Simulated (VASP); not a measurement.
Here is a VASP 6.6.1 calculation.

The input POSCAR:

```
Ti
1.0
   -1.6410000000      1.6410000000      1.6410000000
    1.6410000000     -1.6410000000      1.6410000000
    1.6410000000      1.6410000000     -1.6410000000
Ti
1
Direct
    0.0000000000      0.0000000000      0.0000000000
```

File INCAR.step1:

```
SYSTEM = Ti
  PREC = Accurate
  ENCUT = 600
  ISMEAR = 0
  SIGMA = 0.1
  LREAL = .False.
  LASPH = .True.
  NELM = 100
  GGA = PE
  ALGO = Normal
  EDIFF = 1E-4
  LWAVE = .True.
  LCHARG = .False.
```

INCAR.step2

```
SYSTEM = Ti
  PREC = Accurate
  ENCUT = 600
  EDIFF = 1E-6
  ISMEAR = 0
  SIGMA = 0.1
  LREAL = .False.
  LASPH = .True.
  NELM = 100
  ALGO = Normal
  ISIF = 3
  LWAVE = .False.
  LCHARG = .False.
  METAGGA = R2SCAN
  LMIXTAU = .True.
  IBRION = 2
  NSW = 100
  EDIFFG = -0.005
  ISTART = 1
```

KPOINTS

```
Automatic mesh
0
Gamma
  18 18 18
  0 0 0
```

Potentials or basis: VASP PAW PBE potentials, release 64 (Ti_sv).

Launch:

```console
$ cat potpaw_PBE.64/Ti_sv/POTCAR > POTCAR
$ cp INCAR.step1 INCAR
$ mpirun -np 1 vasp_std > vasp.out
$ cp INCAR.step2 INCAR
$ mpirun -np 1 vasp_std > vasp.out
```

Problem. What does it give for the relaxed cell?

Solution. a = 2.819 Å, b = 2.819 Å, c = 2.819 Å, α = 109.47°, β = 109.47°, γ = 109.47°.

Problem. What does it give for the relaxed volume?

Solution. 17.25 Å³/atom.

Problem. What does it give for the space group after relaxing (to 0.05 Å)?

Solution. Im-3m (No. 229).

Problem. Estimate the band gap on the k mesh.

Solution. Zero (band 6 reaches 9.35 eV, above the bottom of band 7 at 7.50 eV).

Step by step:
| step | energy change (eV) | largest force (eV/Å) | pressure (GPa) | volume (Å³) |
| --- | --- | --- | --- | --- |
| 1 | 0.0000 | 0.0000 | -2.54 | 17.68 |
| 2 | -0.0015 | 0.0000 | 1.98 | 16.97 |
| 3 | -0.0033 | 0.0000 | 0.28 | 17.26 |
| 4 | -0.0033 | 0.0000 | -0.19 | 17.30 |
| 5 | -0.0033 | 0.0000 | -0.31 | 17.29 |
| 6 | -0.0033 | 0.0000 | -0.19 | 17.27 |
| 7 | -0.0033 | 0.0000 | -0.10 | 17.27 |
| 8 | -0.0033 | 0.0000 | -0.06 | 17.27 |
| 9 | -0.0033 | 0.0000 | -0.06 | 17.26 |
| 10 | -0.0033 | 0.0000 | -0.02 | 17.25 |

Caveat: the PAW data sets were made with another functional, which shifts forces and pressure a little.
